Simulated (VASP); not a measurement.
# Al3GaN4 (an interface model) in VASP: a series of runs

Runs on Al3GaN4 (an interface model). Level: PBEsol. Tasks: single point.

Program: VASP 6.6.1. These are calculated values, not measurements. Logs are shortened: lines on timing, memory, paths and dates and some standing lists are left out, and cuts for length are marked.

## (1) The cell of the first run

The cell holds layers of an interface, 16 atoms: a = 3.096 Å, b = 3.096 Å, c = 17.722 Å, α = 90.00°, β = 90.00°, γ = 90.00°.

## (2) Single point, PBEsol

File INCAR:

```
SYSTEM = Al3GaN4
PREC = Accurate
ENCUT = 520
EDIFF = 1E-6
ISMEAR = -1
SIGMA = 0.05
LREAL = .FALSE.
LASPH = .TRUE.
NELM = 120
ALGO = Normal
ISIF = 2
LWAVE = .FALSE.
LCHARG = .FALSE.
GGA = PS
NBANDS = 56
GGA_COMPAT = .FALSE.
```

File KPOINTS:

```
regular mesh
0
G
  6 6 1
  0 0 0
```

File POSCAR:

```
Al3GaN4
1.0
    2.1888610000      2.1888610000      0.0000000000
   -2.1888610000      2.1888610000      0.0000000000
    0.0000000000      0.0000000000     17.7215860000
Ga Al N
2 6 8
Direct
    0.0000000000      0.0000000000      0.0000000000
    0.5000000000      0.5000000000      0.1294590000
    0.0000000000      0.0000000000      0.2589170000
    0.0000000000      0.0000000000      0.5059450000
    0.0000000000      0.0000000000      0.7529720000
    0.5000000000      0.5000000000      0.3824310000
    0.5000000000      0.5000000000      0.6294590000
    0.5000000000      0.5000000000      0.8764860000
    0.5000000000      0.0000000000      0.0647290000
    0.5000000000      0.0000000000      0.3206740000
    0.5000000000      0.0000000000      0.5677020000
    0.5000000000      0.0000000000      0.8147290000
    0.0000000000      0.5000000000      0.1941880000
    0.0000000000      0.5000000000      0.4441880000
    0.0000000000      0.5000000000      0.6912150000
    0.0000000000      0.5000000000      0.9382430000
```

Potentials or basis: VASP PAW PBE potentials, release 64 (Ga_d, Al, N).

The run is started by

```sh
> cat potpaw_PBE.64/Ga_d/POTCAR potpaw_PBE.64/Al/POTCAR potpaw_PBE.64/N/POTCAR > POTCAR
> mpirun -np 1 vasp_std > vasp.out
```

OUTCAR:

```text
SYSTEM = Al3GaN4
   PREC = Accurate
   ENCUT = 520
   EDIFF = 1E-6
   ISMEAR = -1
   LREAL = .FALSE.
   LASPH = .TRUE.
   NELM = 120
   ISIF = 2
   GGA = PS

 ion  position               nearest neighbor table
   1  0.000  0.000  0.000-  16 1.90  16 1.90   9 1.93   9 1.93   8 3.10   8 3.10   8 3.10   8 3.10

   2  0.500  0.500  0.129-  13 1.93  13 1.93   9 1.93   9 1.93
   3  0.000  0.000  0.259-  10 1.90  10 1.90  13 1.93  13 1.93   6 3.10   6 3.10   6 3.10   6 3.10

   4  0.000  0.000  0.506-  11 1.90  14 1.90  14 1.90  11 1.90   6 3.10   7 3.10   6 3.10   6 3.10
                             7 3.10   7 3.10   6 3.10   7 3.10
   5  0.000  0.000  0.753-  12 1.90  15 1.90  15 1.90  12 1.90   7 3.10   7 3.10   7 3.10   7 3.10
                             8 3.10   8 3.10   8 3.10   8 3.10
   6  0.500  0.500  0.382-  10 1.90  14 1.90  10 1.90  14 1.90   3 3.10   4 3.10   3 3.10   3 3.10
                             4 3.10   4 3.10   3 3.10   4 3.10
   7  0.500  0.500  0.629-  15 1.90  15 1.90  11 1.90  11 1.90   5 3.10   5 3.10   5 3.10   5 3.10
                             4 3.10   4 3.10   4 3.10   4 3.10
   8  0.500  0.500  0.876-  12 1.90  16 1.90  12 1.90  16 1.90   1 3.10   5 3.10   1 3.10   1 3.10
                             5 3.10   5 3.10   1 3.10   5 3.10
   9  0.500  0.000  0.065-   1 1.93   1 1.93   2 1.93   2 1.93
  10  0.500  0.000  0.321-   3 1.90   6 1.90   6 1.90   3 1.90
  11  0.500  0.000  0.568-   4 1.90   7 1.90   7 1.90   4 1.90
  12  0.500  0.000  0.815-   5 1.90   8 1.90   8 1.90   5 1.90
  13  0.000  0.500  0.194-   2 1.93   3 1.93   3 1.93   2 1.93
  14  0.000  0.500  0.444-   4 1.90   6 1.90   4 1.90   6 1.90
  15  0.000  0.500  0.691-   7 1.90   7 1.90   5 1.90   5 1.90
  16  0.000  0.500  0.938-   1 1.90   8 1.90   1 1.90   8 1.90

  LATTYP: Found a simple tetragonal cell.
 ALAT       =     3.0955169123
 C/A-ratio  =     5.7249197797

  Lattice vectors:

 A1 = (   2.1888610000,   2.1888610000,   0.0000000000)
 A2 = (  -2.1888610000,   2.1888610000,   0.0000000000)
 A3 = (   0.0000000000,   0.0000000000,  17.7215860000)

Analysis of symmetry for initial positions (statically):
=====================================================================
 Subroutine PRICEL returns:
 Original cell was already a primitive cell.

 Routine SETGRP: Setting up the symmetry group for a
 simple tetragonal supercell.

 Subroutine GETGRP returns: Found  4 space group operations
 (whereof  4 operations were pure point group operations)
 out of a pool of 16 trial point group operations.

The static configuration has the point symmetry C_2v.

Analysis of symmetry for dynamics (positions and initial velocities):
=====================================================================
 Subroutine PRICEL returns:
 Original cell was already a primitive cell.

 Routine SETGRP: Setting up the symmetry group for a
 simple tetragonal supercell.

 Subroutine GETGRP returns: Found  4 space group operations
 (whereof  4 operations were pure point group operations)
 out of a pool of 16 trial point group operations.

The dynamic configuration has the point symmetry C_2v.

 Subroutine INISYM returns: Found  4 space group operations
 (whereof  4 operations are pure point group operations),
 and found     1 'primitive' translations

----------------------------------------------------------------------------------------

                                     Primitive cell

  volume of cell :     169.8122

  direct lattice vectors                    reciprocal lattice vectors
     2.188861000  2.188861000  0.000000000     0.228429306  0.228429306  0.000000000
    -2.188861000  2.188861000  0.000000000    -0.228429306  0.228429306  0.000000000
     0.000000000  0.000000000 17.721586000     0.000000000  0.000000000  0.056428358

  length of vectors
     3.095516912  3.095516912 17.721586000     0.323047823  0.323047823  0.056428358

  position of ions in fractional coordinates (direct lattice)
     0.000000000  0.000000000  0.000000000
     0.500000000  0.500000000  0.129459000
     0.000000000  0.000000000  0.258917000
     0.000000000  0.000000000  0.505945000
     0.000000000  0.000000000  0.752972000
     0.500000000  0.500000000  0.382431000
[... 8 lines left out ...]
     0.000000000  0.500000000  0.691215000
     0.000000000  0.500000000  0.938243000

  ion indices of the primitive-cell ions
   primitive index   ion index
                 1           1
                 2           2
                 3           3
                 4           4
                 5           5
                 6           6
[... 8 lines left out ...]
                15          15
                16          16

----------------------------------------------------------------------------------------

 KPOINTS: regular mesh

Automatic generation of k-mesh.
 Grid dimensions read from file:
 generate k-points for:    6    6    1

 Generating k-lattice:

  Cartesian coordinates                     Fractional coordinates (reciprocal lattice)
     0.038071551  0.038071551  0.000000000     0.166666667  0.000000000  0.000000000
    -0.038071551  0.038071551  0.000000000     0.000000000  0.166666667  0.000000000
     0.000000000  0.000000000  0.056428358     0.000000000  0.000000000  1.000000000

  Length of vectors
     0.053841304  0.053841304  0.056428358

  Shift w.r.t. Gamma in fractional coordinates (k-lattice)
     0.000000000  0.000000000  0.000000000

 Subroutine IBZKPT returns following result:
 ===========================================

 Found     16 irreducible k-points:

 Following reciprocal coordinates:
            Coordinates               Weight
  0.000000  0.000000  0.000000      1.000000
  0.166667  0.000000  0.000000      2.000000
  0.000000  0.166667  0.000000      2.000000
  0.333333  0.000000  0.000000      2.000000
  0.000000  0.333333  0.000000      2.000000
  0.500000  0.000000  0.000000      1.000000
[... 8 lines left out ...]
 -0.333333  0.500000  0.000000      2.000000
  0.500000  0.500000  0.000000      1.000000
   k-points           NKPTS =     16   k-points in BZ     NKDIM =     16   number of bands    NBANDS=     56
   number of dos      NEDOS =    301   number of ions     NIONS =     16
   total plane-waves  NPLWV =  80640
   dimension x,y,z NGX =    24 NGY =   24 NGZ =  140
   dimension x,y,z NGXF=    48 NGYF=   48 NGZF=  280
   ions per type =               2   6   8
   NGX,Y,Z   is equivalent  to a cutoff of  12.89, 12.89, 13.13 a.u.
   NGXF,Y,Z  is equivalent  to a cutoff of  25.78, 25.78, 26.27 a.u.
 SYSTEM =  Al3GaN4
   PREC   = accura    normal or accurate (medium, high low for compatibility)
   ISTART =      0    job   : 0-new  1-cont  2-samecut
   ICHARG =      2    charge: 1-file 2-atom 10-const
   ISPIN  =      1    spin polarized calculation?
   LNONCOLLINEAR =      F non collinear calculations
   LSORBIT =      F    spin-orbit coupling
   LASPH  =      T    aspherical Exc in radial PAW
   ENCUT  =  520.0 eV  38.22 Ry    6.18 a.u.   5.76  5.76 32.95*2*pi/ulx,y,z
   NELM   =    120;   NELMIN=  2; NELMDL= -5     # of ELM steps
   EDIFF  = 0.1E-05   stopping-criterion for ELM
   LREAL  =      F    real-space projection
   EDIFFG = 0.1E-04   stopping-criterion for IOM
   NSW    =      0    number of steps for IOM
   IBRION =     -1    ionic relax: 0-MD 1-quasi-New 2-CG
   NFREE  =      0    steps in history (QN), initial steepest desc. (CG)
   ISIF   =      2    stress and relaxation
   ISYM   =      2    0-nonsym 1-usesym 2-fastsym
   POTIM  = 0.5000    time-step for ionic-motion
   TEBEG  =    0.0;   TEEND  =   0.0 temperature during run
   PSTRESS=    0.0 pullay stress
   NELECT =      84.0000    total number of electrons
   NUPDOWN=      -1.0000    fix difference up-down
   EMIN   =  10.00;   EMAX   =-10.00  energy-range for DOS
   EFERMI =   0.00;   METHOD = LEGACY
   ISMEAR =    -1;   SIGMA  =   0.05  broadening in eV -4-tet -1-fermi 0-gaus
   EFERMI_NEDOS =   21; number of points for ismear=-14 and -15
   IALGO  =     38    algorithm
   IMIX   =      4    mixing-type and parameters
     AMIX     =   0.40;   BMIX     =  1.00
     AMIX_MAG =   1.60;   BMIX_MAG =  1.00
  volume/ion in A,a.u.               =      10.61        71.62
  Fermi-wavevector in a.u.,A,eV,Ry     =   1.294727  2.446680 22.807699  1.676319
  Thomas-Fermi vector in A             =   2.426292
   LORBIT       =      0    0 simple, 1 ext, 2 COOP (PROOUT), +10 PAW based schemes
   GGA     = PS    functional components
[... 5 lines left out ...]
 non-spin polarized calculation
  energy-cutoff  :      520.00
  volume of cell :      169.81
 maximum number of plane-waves:      4592
   NGX = 11   NGY = 11   NGZ = 65

 number of electron      83.9999995 magnetization

 Free energy of the ion-electron system (eV)
  ---------------------------------------------------
  ext. energy  EPLUGINS =         0.00000000
  ---------------------------------------------------
  free energy    TOTEN  =      -119.78154590 eV

  energy without entropy =     -119.78154590  energy(sigma->0) =     -119.78154590

 E-fermi :   7.3702     XC(G=0): -11.3642

 val. band max:        6.2258952226   @ k =   0.0000   0.0000   0.0000
 cond. band min:       8.7890721483   @ k =   0.5000   0.5000   0.0000
 fundamental gap:      2.5631769257
 Fermi energy:         7.3701560726

 k-point     1 :       0.0000    0.0000    0.0000
  band No.  band energies     occupation
      1      -9.5796      2.00000
      2      -9.2799      2.00000
      3      -9.1713      2.00000
      4      -8.6325      2.00000
      5      -8.4915      2.00000
      6      -8.0196      2.00000
[... 46 lines left out ...]
     53      14.3306      0.00000
     54      15.2749      0.00000

 k-point     2 :       0.1667    0.0000    0.0000
  band No.  band energies     occupation
      1      -9.3390      2.00000
      2      -9.0339      2.00000
      3      -8.9558      2.00000
      4      -8.5219      2.00000
      5      -8.3400      2.00000
      6      -7.9107      2.00000
[... 46 lines left out ...]
     53      15.0562      0.00000
     54      15.2981      0.00000
[... 739 lines left out ...]
     53      14.8675      0.00000
     54      14.8764      0.00000

 k-point    16 :       0.5000    0.5000    0.0000
  band No.  band energies     occupation
      1      -8.3862      2.00000
      2      -8.1331      2.00000
      3      -7.8019      2.00000
      4      -6.7987      2.00000
      5      -6.7505      2.00000
      6      -6.7455      2.00000
[... 46 lines left out ...]
     53      14.4940      0.00000
     54      14.5207      0.00000
 [bands above 54 left out]

------------------------ aborting loop because EDIFF is reached ----------------------------------------

  FORCE on cell =-STRESS in cart. coord.  units (eV):
  Direction    XX          YY          ZZ          XY          YZ          ZX
  --------------------------------------------------------------------------------------
  -------------------------------------------------------------------------------------
  Total        2.5398296      2.5398296      0.4966892     -0.1610072      0.0000000      0.0000000
  in kB       23.9632770     23.9632770      4.6862601     -1.5191017      0.0000000      0.0000000
  external PRESSURE =      17.5376047 kB  Pullay stress =       0.0000000 kB

 VOLUME and BASIS-vectors are now :
 -----------------------------------------------------------------------------
  energy-cutoff  :      520.00
  volume of cell :      169.81
      direct lattice vectors                 reciprocal lattice vectors
     2.188861000  2.188861000  0.000000000     0.228429306  0.228429306  0.000000000
    -2.188861000  2.188861000  0.000000000    -0.228429306  0.228429306  0.000000000
     0.000000000  0.000000000 17.721586000     0.000000000  0.000000000  0.056428358

 POSITION                                       TOTAL-FORCE (eV/Angst)
 -----------------------------------------------------------------------------------
      0.00000      0.00000      0.00000        -0.000000     -0.000000      0.868233
      0.00000      2.18886      2.29422         0.000000      0.000000      0.001431
      0.00000      0.00000      4.58842         0.000000      0.000000     -0.885747
      0.00000      0.00000      8.96615         0.000000      0.000000      0.001814
      0.00000      0.00000     13.34386         0.000000      0.000000      0.009806
      0.00000      2.18886      6.77728         0.000000      0.000000      0.007117
[... 8 lines left out ...]
     -1.09443      1.09443     12.24943         0.000000      0.000000     -0.003781
     -1.09443      1.09443     16.62715         0.000000      0.000000     -1.118647
 -----------------------------------------------------------------------------------
    total drift:                               -0.000000      0.000000      0.000108

  FREE ENERGIE OF THE ION-ELECTRON SYSTEM (eV)
  ---------------------------------------------------
  free  energy   TOTEN  =      -119.7815458966 eV

  energy  without entropy=     -119.7815458966  energy(sigma->0) =     -119.78154590
```

Wall time 3.6 min (1 thread of Intel Xeon 6975P-C, shared host); peak memory 0.33 GiB.

What came out:

- Free energy: -119.7815 eV
- Pressure: 1.8 GPa
- Largest force: 1.119 eV/Å
- Band gap on the k mesh: 2.56 eV, indirect (least direct gap 2.64 eV)

Forces in eV/Å, atoms in the order of the input:
```
Ga   0.000  0.000  0.868
Ga   0.000  0.000  0.001
Al   0.000  0.000 -0.886
Al   0.000  0.000  0.002
Al   0.000  0.000  0.010
Al   0.000  0.000  0.007
Al   0.000  0.000  0.002
Al   0.000  0.000  0.027
N    0.000  0.000  0.030
N    0.000  0.000 -0.014
N    0.000  0.000 -0.003
N    0.000  0.000  0.029
N    0.000  0.000  1.052
N    0.000  0.000 -0.004
N    0.000  0.000 -0.004
N    0.000  0.000 -1.119
```

Levels at points of the mesh, in eV from the valence-band top:
```tsv
k point	band 40	band 41	band 42	band 43	band 44	band 45
(0.00, 0.00, 0.00)	-0.40	-0.02	0.00	2.64	2.99	3.41
(0.50, 0.00, 0.00)	-0.96	-0.69	-0.46	5.80	5.85	6.80
(0.00, 0.50, 0.00)	-1.09	-0.53	-0.47	5.82	5.88	6.79
(0.50, 0.50, 0.00)	-2.56	-2.55	-2.55	2.56	2.65	3.59
```

Caveat: the PAW data sets were made with another functional, which shifts forces and pressure a little.

[end of part 1 of 2]
